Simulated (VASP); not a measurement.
Runs of VASP 6.6.1 on V. The structure is that of space group Fm-3m (No. 225), or close to it. The cells are those of the table. This isn't the form of V at room conditions, which is bcc.

```csv
cell,smearing,gap on the mesh (eV),pressure (GPa),moment (μB)
"a = 2.680 Å, angles 60.0°, 1 atom",methfessel-paxton 0.2 eV,none,3.9,0.00
"a = 2.680 Å, angles 60.0°, 1 atom",gaussian 0.2 eV,none,4.2,0.00
"a = 2.707, b = 2.707, c = 2.734 Å, angles 59.7, 59.7, 60.7°, 1 atom",fermi-dirac 0.08 eV,none,(a),0.00
"a = 2.680 Å, angles 60.0°, 1 atom",tetrahedron,none,4.0,0.00
"a = 2.680 Å, angles 60.0°, 1 atom",methfessel-paxton 0.15 eV,none,3.9,0.00
```

Alike in all rows: task single point; level PBE; potentials or basis VASP PAW PBE potentials, release 64 (V_sv); spin collinear, ferromagnetic start; k mesh 15 × 15 × 15; cutoff (eV) 520.

**Question.** Estimate the missing entries.

**Answer.** (a) -2.9.

Caveats: the cell stands under pressure (at least some runs); tetrahedron occupations give inexact forces and stress in metals (at least some runs).

A gap of «none» marks levels without a gap at the run's occupations.
